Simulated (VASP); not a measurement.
The system is CsH.

```
Cs H
1.0
     0.00000    3.02889    3.02889
     3.02889    0.00000    3.02889
     3.02889    3.02889    0.00000
Cs H
1 1
Cartesian
  0.0000 0.0000 0.0000
  1.5144 1.5144 1.5144
```

| Item | Value |
| --- | --- |
| Program | VASP 6.6.1 |
| Task | relaxation of cell and atoms |
| Functional | PBEsol |
| Potentials or basis | VASP PAW PBE potentials, release 64 (Cs_sv, H) |
| Cutoff | 600 eV |
| k mesh | 6 × 6 × 6 |
| Occupations | fermi-dirac, width 0.03 eV |
| Spin | no spin polarisation |

At the start: pressure 4.8 GPa; volume 27.79 Å³/atom.

How do energy, volume and symmetry change on relaxing?

Over 5 steps the energy falls by 142.3 meV/atom and the volume is 40.08 Å³/atom (+44.2 %); space group F-43m (No. 216, to 0.1 Å) before and after.

Step by step:
| step | energy change (eV) | largest force (eV/Å) | pressure (GPa) | volume (Å³) |
| --- | --- | --- | --- | --- |
| 1 | 0.0000 | 0.0000 | 4.82 | 55.58 |
| 2 | -0.1609 | 0.0000 | 2.69 | 62.58 |
| 3 | -0.2786 | 0.0000 | 0.45 | 75.73 |
| 4 | -0.2844 | 0.0000 | 0.08 | 79.32 |
| 5 | -0.2846 | 0.0000 | 0.00 | 80.16 |

Final structure:
```
CELL_PARAMETERS angstrom
0.00000 3.42222 3.42222
3.42222 0.00000 3.42222
3.42222 3.42222 0.00000
ATOMIC_POSITIONS crystal
Cs 0.00000 0.00000 0.00000
H 0.25000 0.25000 0.25000
```

Caveat: the volume moved by over 15 % at a fixed basis, so the end points are rough; the PAW data sets were made with another functional, which shifts forces and pressure a little.
